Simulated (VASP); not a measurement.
RbCl: single point with PBE

RbCl:

```xyz
2
Lattice="0.0000 3.3087 3.3087 3.3087 0.0000 3.3087 3.3087 3.3087 0.0000" Properties=species:S:1:pos:R:3 pbc="T T T"
Rb    0.0000    0.0000    0.0000
Cl    3.3087    3.3087    3.3087
```

```
Program                : VASP 6.6.1
Task                   : single point
Functional             : PBE
Potentials or basis    : VASP PAW PBE potentials, release 64 (Rb_sv, Cl)
Cutoff                 : 500 eV
k mesh                 : 4 × 4 × 4
Occupations            : methfessel-paxton, width 0.272114 eV
Spin                   : no spin polarisation
Dipole correction      : no
Further INCAR settings : ALGO = Normal; EDIFF = 1e-06; NBANDS = 15
```

| Property | Result |
| --- | --- |
| Pressure | 0.5 GPa |
| Band gap on the k mesh | 4.95 eV |

Levels at points of the mesh, in eV from the valence-band top:
```csv
k point,band 6,band 7,band 8,band 9,band 10,band 11
"(0.00, 0.00, 0.00)",0.00,0.00,0.00,4.95,7.99,7.99
"(0.50, 0.00, 0.00)",-0.84,-0.32,-0.32,7.70,7.92,10.10
"(0.50, 0.50, 0.00)",-0.32,-0.10,-0.10,6.23,8.00,9.63
```

It took 6.2 s on 1 thread of Intel(R) Xeon(R) 6975P-C (Granite Rapids), with other jobs on the host, peak memory 0.19 GiB.
